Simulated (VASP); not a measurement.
A run of VASP 6.6.1:

File INCAR:

```
PREC = Accurate ; ENCUT = 520
EDIFF = 1E-8 ; ISMEAR = -1
SIGMA = 0.03 ; LREAL = F
LASPH = T ; NELM = 150
ALGO = Normal ; ISIF = 2
LWAVE = F ; LCHARG = F
ISPIN = 2 ; MAGMOM = 1.5
LORBIT = 11 ; LMAXMIX = 4
GGA = PS ; LEFG = T
NBANDS = 16
```

The input KPOINTS:

```
regular mesh
0
Gamma
  19 19 19
```

File POSCAR:

```
V
1.0
   -1.4676100000      1.4676100000      1.5130000000
    1.4676100000     -1.4676100000      1.5130000000
    1.4676100000      1.4676100000     -1.5130000000
V
1
Direct
    0.0000000000      0.0000000000      0.0000000000
```

Potentials or basis: VASP PAW PBE potentials, release 64 (V_sv).

Launch:

```sh
$ cat potpaw_PBE.64/V_sv/POTCAR > POTCAR
$ mpirun -np 1 vasp_std > vasp.out
```

Hardware: 1 thread of Intel(R) Xeon(R) 6975P-C (Granite Rapids), with other jobs on the host.

**Question.** How long does it take, and how much memory?

**Answer.** It took 2.3 min on 1 thread of Intel(R) Xeon(R) 6975P-C (Granite Rapids) (shared host), peak memory 0.27 GiB. Counts: scf iterations 15, k points 550.
